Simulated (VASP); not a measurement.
# MgCd3Se4 (P-43m) in VASP: notebook

Runs on MgCd3Se4. Level: PBE. Tasks: single point.

Program: VASP 6.6.1. These are calculated values, not measurements. Logs are shortened: lines on timing, memory, paths and dates and some standing lists are left out, and cuts for length are marked.

## 1. The cell of the first run

Symmetry: P-43m, No. 215, cubic system. The conventional cell has a = 5.868 Å, b = 5.868 Å, c = 5.868 Å, α = 90.00°, β = 90.00°, γ = 90.00°. Within 3.4 Å of Mg (site symmetry -43m) lie 4 Se at 2.54 Å. Within 3.4 Å of Cd (site symmetry -42m) lie 4 Se at 2.54 Å. Se (site symmetry 3m) has 3 Cd at 2.54 Å and 1 Mg at 2.54 Å within 3.4 Å.

## 2. Single point, PBE

Contents of INCAR:

```
PREC = Accurate ; ENCUT = 520
EDIFF = 1E-6 ; ISMEAR = 0
SIGMA = 0.1 ; LREAL = False
LASPH = True ; NELM = 80
ALGO = Normal ; ISIF = 2
LWAVE = False ; LCHARG = False
GGA = PE ; NBANDS = 41
```

Contents of KPOINTS:

```
Automatic mesh
0
Gamma
  4 4 4
```

Contents of POSCAR:

```
MgCd3Se4
1.0
    5.8676560200      0.0000000000      0.0000000000
    0.0000000000      5.8676560200      0.0000000000
    0.0000000000      0.0000000000      5.8676560200
Mg Cd Se
1 3 4
Direct
    0.5000000000      0.5000000000      0.5000000000
    0.0000000000      0.0000000000      0.5000000000
    0.0000000000      0.5000000000      0.0000000000
    0.5000000000      0.0000000000      0.0000000000
    0.7500000000      0.7500000000      0.7500000000
    0.7500000000      0.2500000000      0.2500000000
    0.2500000000      0.7500000000      0.2500000000
    0.2500000000      0.2500000000      0.7500000000
```

Potentials or basis: VASP PAW PBE potentials, release 64 (Mg, Cd, Se).

Run with:

```bash
$ cat potpaw_PBE.64/Mg/POTCAR potpaw_PBE.64/Cd/POTCAR potpaw_PBE.64/Se/POTCAR > POTCAR
$ mpirun -np 1 vasp_std > vasp.out
```

OUTCAR:

```text
PREC = Accurate
   ENCUT = 520
   EDIFF = 1E-6
   ISMEAR = 0
   LREAL = False
   LASPH = True
   NELM = 80
   ISIF = 2
   GGA = PE

 ion  position               nearest neighbor table
   1  0.500  0.500  0.500-   5 2.54   6 2.54   7 2.54   8 2.54
   2  0.000  0.000  0.500-   5 2.54   6 2.54   7 2.54   8 2.54
   3  0.000  0.500  0.000-   5 2.54   6 2.54   7 2.54   8 2.54
   4  0.500  0.000  0.000-   5 2.54   6 2.54   7 2.54   8 2.54
   5  0.750  0.750  0.750-   1 2.54   2 2.54   3 2.54   4 2.54
   6  0.750  0.250  0.250-   1 2.54   2 2.54   3 2.54   4 2.54
   7  0.250  0.750  0.250-   1 2.54   2 2.54   3 2.54   4 2.54
   8  0.250  0.250  0.750-   1 2.54   2 2.54   3 2.54   4 2.54

  LATTYP: Found a simple cubic cell.
 ALAT       =     5.8676560200

  Lattice vectors:

 A1 = (   5.8676560200,   0.0000000000,   0.0000000000)
 A2 = (   0.0000000000,   5.8676560200,   0.0000000000)
 A3 = (   0.0000000000,   0.0000000000,   5.8676560200)

Analysis of symmetry for initial positions (statically):
=====================================================================
 Subroutine PRICEL returns:
 Original cell was already a primitive cell.

 Routine SETGRP: Setting up the symmetry group for a
 simple cubic supercell.

 Subroutine GETGRP returns: Found 24 space group operations
 (whereof 24 operations were pure point group operations)
 out of a pool of 48 trial point group operations.

The static configuration has the point symmetry T_d .

Analysis of symmetry for dynamics (positions and initial velocities):
=====================================================================
 Subroutine PRICEL returns:
 Original cell was already a primitive cell.

 Routine SETGRP: Setting up the symmetry group for a
 simple cubic supercell.

 Subroutine GETGRP returns: Found 24 space group operations
 (whereof 24 operations were pure point group operations)
 out of a pool of 48 trial point group operations.

The dynamic configuration has the point symmetry T_d .

 Subroutine INISYM returns: Found 24 space group operations
 (whereof 24 operations are pure point group operations),
 and found     1 'primitive' translations

----------------------------------------------------------------------------------------

                                     Primitive cell

  volume of cell :     202.0198

  direct lattice vectors                    reciprocal lattice vectors
     5.867656020  0.000000000  0.000000000     0.170425805  0.000000000  0.000000000
     0.000000000  5.867656020  0.000000000     0.000000000  0.170425805  0.000000000
     0.000000000  0.000000000  5.867656020     0.000000000  0.000000000  0.170425805

  length of vectors
     5.867656020  5.867656020  5.867656020     0.170425805  0.170425805  0.170425805

  position of ions in fractional coordinates (direct lattice)
     0.500000000  0.500000000  0.500000000
     0.000000000  0.000000000  0.500000000
     0.000000000  0.500000000  0.000000000
     0.500000000  0.000000000  0.000000000
     0.750000000  0.750000000  0.750000000
     0.750000000  0.250000000  0.250000000
     0.250000000  0.750000000  0.250000000
     0.250000000  0.250000000  0.750000000

  ion indices of the primitive-cell ions
   primitive index   ion index
                 1           1
                 2           2
                 3           3
                 4           4
                 5           5
                 6           6
                 7           7
                 8           8

----------------------------------------------------------------------------------------

 KPOINTS: Automatic mesh

Automatic generation of k-mesh.
 Grid dimensions read from file:
 generate k-points for:    4    4    4

 Generating k-lattice:

  Cartesian coordinates                     Fractional coordinates (reciprocal lattice)
     0.042606451  0.000000000  0.000000000     0.250000000  0.000000000  0.000000000
     0.000000000  0.042606451  0.000000000     0.000000000  0.250000000  0.000000000
     0.000000000  0.000000000  0.042606451     0.000000000  0.000000000  0.250000000

  Length of vectors
     0.042606451  0.042606451  0.042606451

  Shift w.r.t. Gamma in fractional coordinates (k-lattice)
     0.000000000  0.000000000  0.000000000

 Subroutine IBZKPT returns following result:
 ===========================================

 Found     10 irreducible k-points:

 Following reciprocal coordinates:
            Coordinates               Weight
  0.000000  0.000000  0.000000      1.000000
  0.250000  0.000000  0.000000      6.000000
  0.500000  0.000000  0.000000      3.000000
  0.250000  0.250000  0.000000     12.000000
  0.500000  0.250000  0.000000     12.000000
  0.500000  0.500000  0.000000      3.000000
  0.250000  0.250000  0.250000      8.000000
  0.500000  0.250000  0.250000     12.000000
  0.500000  0.500000  0.250000      6.000000
  0.500000  0.500000  0.500000      1.000000
   k-points           NKPTS =     10   k-points in BZ     NKDIM =     10   number of bands    NBANDS=     41
   number of dos      NEDOS =    301   number of ions     NIONS =      8
   total plane-waves  NPLWV = 110592
   dimension x,y,z NGX =    48 NGY =   48 NGZ =   48
   dimension x,y,z NGXF=    96 NGYF=   96 NGZF=   96
   ions per type =               1   3   4
   NGX,Y,Z   is equivalent  to a cutoff of  13.60, 13.60, 13.60 a.u.
   NGXF,Y,Z  is equivalent  to a cutoff of  27.20, 27.20, 27.20 a.u.
 SYSTEM =  unknown system
   PREC   = accura    normal or accurate (medium, high low for compatibility)
   ISTART =      0    job   : 0-new  1-cont  2-samecut
   ICHARG =      2    charge: 1-file 2-atom 10-const
   ISPIN  =      1    spin polarized calculation?
   LNONCOLLINEAR =      F non collinear calculations
   LSORBIT =      F    spin-orbit coupling
   LASPH  =      T    aspherical Exc in radial PAW
   ENCUT  =  520.0 eV  38.22 Ry    6.18 a.u.  10.91 10.91 10.91*2*pi/ulx,y,z
   NELM   =     80;   NELMIN=  2; NELMDL= -5     # of ELM steps
   EDIFF  = 0.1E-05   stopping-criterion for ELM
   LREAL  =      F    real-space projection
   EDIFFG = 0.1E-04   stopping-criterion for IOM
   NSW    =      0    number of steps for IOM
   IBRION =     -1    ionic relax: 0-MD 1-quasi-New 2-CG
   NFREE  =      0    steps in history (QN), initial steepest desc. (CG)
   ISIF   =      2    stress and relaxation
   ISYM   =      2    0-nonsym 1-usesym 2-fastsym
   POTIM  = 0.5000    time-step for ionic-motion
   TEBEG  =    0.0;   TEEND  =   0.0 temperature during run
   PSTRESS=    0.0 pullay stress
   NELECT =      62.0000    total number of electrons
   NUPDOWN=      -1.0000    fix difference up-down
   EMIN   =  10.00;   EMAX   =-10.00  energy-range for DOS
   EFERMI =   0.00;   METHOD = LEGACY
   ISMEAR =     0;   SIGMA  =   0.10  broadening in eV -4-tet -1-fermi 0-gaus
   EFERMI_NEDOS =   21; number of points for ismear=-14 and -15
   IALGO  =     38    algorithm
   IMIX   =      4    mixing-type and parameters
     AMIX     =   0.40;   BMIX     =  1.00
     AMIX_MAG =   1.60;   BMIX_MAG =  1.00
  volume/ion in A,a.u.               =      25.25       170.41
  Fermi-wavevector in a.u.,A,eV,Ry     =   1.104267  2.086762 16.591020  1.219406
  Thomas-Fermi vector in A             =   2.240737
   LORBIT       =      0    0 simple, 1 ext, 2 COOP (PROOUT), +10 PAW based schemes
   GGA     = PE    functional components
   LHFCALC =     F    Hartree Fock is set to
   AEXX    =    0.0000 exact exchange contribution
   IVDW    =     0    specifies the selected vdW correction
   LEPSILON=     F    determine dielectric tensor
   LRPA    =     F    only Hartree local field effects (RPA)
 non-spin polarized calculation
 Gauss-broadening in eV      SIGMA  =   0.10
  energy-cutoff  :      520.00
  volume of cell :      202.02
 maximum number of plane-waves:      5520
 NGX is ok and might be reduce to    48
   NGX = 21   NGY = 21   NGZ = 21

 number of electron      62.0000000 magnetization

 Free energy of the ion-electron system (eV)
  ---------------------------------------------------
  ext. energy  EPLUGINS =         0.00000000
  ---------------------------------------------------
  free energy    TOTEN  =       -23.14548006 eV

  energy without entropy =      -23.14548006  energy(sigma->0) =      -23.14548006

 E-fermi :   2.0869     XC(G=0):  -9.1240

 val. band max:        1.6293759501   @ k =   0.0000   0.0000   0.0000
 cond. band min:       2.9394368643   @ k =   0.0000   0.0000   0.0000
 fundamental gap:      1.3100609142
 Fermi energy:         2.0869205592

 k-point     1 :       0.0000    0.0000    0.0000
  band No.  band energies     occupation
      1     -11.2601      2.00000
      2     -10.6004      2.00000
      3     -10.6004      2.00000
      4     -10.6004      2.00000
      5      -6.4062      2.00000
      6      -6.4062      2.00000
[... 33 lines left out ...]
     40       7.8688      0.00000
     41       7.8688      0.00000

 k-point     2 :       0.2500    0.0000    0.0000
  band No.  band energies     occupation
      1     -11.1663      2.00000
      2     -10.6988      2.00000
      3     -10.6009      2.00000
      4     -10.6009      2.00000
      5      -6.3873      2.00000
      6      -6.3873      2.00000
[... 33 lines left out ...]
     40       8.4170      0.00000
     41       8.4170      0.00000

 k-point     3 :       0.5000    0.0000    0.0000
  band No.  band energies     occupation
      1     -10.9380      2.00000
      2     -10.9320      2.00000
      3     -10.6014      2.00000
      4     -10.6014      2.00000
      5      -6.3472      2.00000
      6      -6.3472      2.00000
[... 259 lines left out ...]
      2     -10.7581      2.00000
      3     -10.7581      2.00000
      4     -10.7561      2.00000
      5      -6.3692      2.00000
      6      -6.3692      2.00000
[... 33 lines left out ...]
     40       8.2979      0.00000
     41       8.6118      0.00000

 k-point    10 :       0.5000    0.5000    0.5000
  band No.  band energies     occupation
      1     -10.7744      2.00000
      2     -10.7533      2.00000
      3     -10.7533      2.00000
      4     -10.7533      2.00000
      5      -6.3846      2.00000
      6      -6.3846      2.00000
[... 33 lines left out ...]
     40       8.3118      0.00000
     41       8.3152      0.00000

------------------------ aborting loop because EDIFF is reached ----------------------------------------

  FORCE on cell =-STRESS in cart. coord.  units (eV):
  Direction    XX          YY          ZZ          XY          YZ          ZX
  --------------------------------------------------------------------------------------
  -------------------------------------------------------------------------------------
  Total       11.5941403     11.5941403     11.5941403     -0.0000000      0.0000000     -0.0000000
  in kB       91.9507331     91.9507331     91.9507331     -0.0000000      0.0000000     -0.0000000
  external PRESSURE =      91.9507331 kB  Pullay stress =       0.0000000 kB

 VOLUME and BASIS-vectors are now :
 -----------------------------------------------------------------------------
  energy-cutoff  :      520.00
  volume of cell :      202.02
      direct lattice vectors                 reciprocal lattice vectors
     5.867656020  0.000000000  0.000000000     0.170425805  0.000000000  0.000000000
     0.000000000  5.867656020  0.000000000     0.000000000  0.170425805  0.000000000
     0.000000000  0.000000000  5.867656020     0.000000000  0.000000000  0.170425805

 POSITION                                       TOTAL-FORCE (eV/Angst)
 -----------------------------------------------------------------------------------
      2.93383      2.93383      2.93383        -0.000000     -0.000000      0.000000
      0.00000      0.00000      2.93383        -0.000000     -0.000000      0.000000
      0.00000      2.93383      0.00000        -0.000000     -0.000000      0.000000
      2.93383      0.00000      0.00000        -0.000000     -0.000000      0.000000
      4.40074      4.40074      4.40074        -0.423981     -0.423981     -0.423981
      4.40074      1.46691      1.46691        -0.423981      0.423981      0.423981
      1.46691      4.40074      1.46691         0.423981     -0.423981      0.423981
      1.46691      1.46691      4.40074         0.423981      0.423981     -0.423981
 -----------------------------------------------------------------------------------
    total drift:                                0.000000      0.000000      0.000000

  FREE ENERGIE OF THE ION-ELECTRON SYSTEM (eV)
  ---------------------------------------------------
  free  energy   TOTEN  =       -23.1454800635 eV

  energy  without entropy=      -23.1454800635  energy(sigma->0) =      -23.14548006
```

Run time: 77 s. Hardware: 1 thread of Intel Xeon Platinum 8488C (Sapphire Rapids), shared host; peak memory 0.36 GiB.

What came out:

```
Free energy            : -23.1455 eV
Pressure               : 9.2 GPa
Band gap on the k mesh : 1.31 eV
```

Caveat: the cell stands under pressure.

(Part 1 of 2 ends here.)
